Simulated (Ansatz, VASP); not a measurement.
# Al in VASP and in Ansatz

```
Al
1.0
     0.00000    4.04000    4.04000
     2.02000   -2.02000    0.00000
     2.02000    0.00000   -2.02000
Al
2
Direct
  0.73499 0.49000 0.49000
  0.26501 0.51000 0.51000
```

Alike in both runs: task single point; functional PBE; k mesh 4 × 8 × 8; occupations fermi-dirac, width 0.1 eV; no spin polarisation.

```csv
,VASP,Ansatz
version,VASP 6.6.1,Ansatz 0.2 development build
potentials or method,"VASP PAW PBE potentials, release 64 (Al), cutoff 500 eV","all-electron full-potential LAPW, scalar-relativistic"
```

|  | VASP | Ansatz | Ansatz less VASP |
| --- | --- | --- | --- |
| pressure (GPa) | 1.0 | 1.0 | +0.03 |
| traceless stress, the component that is largest in VASP (GPa) | 0.06 | 0.06 | -0.002 |
| rms of the force components (eV/Å) | 0.399 | 0.399 | -0.0003 |

Atom by atom the forces differ by 0.000 eV/Å (rms over components). Ansatz ran all-electron here, and VASP with PAW potentials.
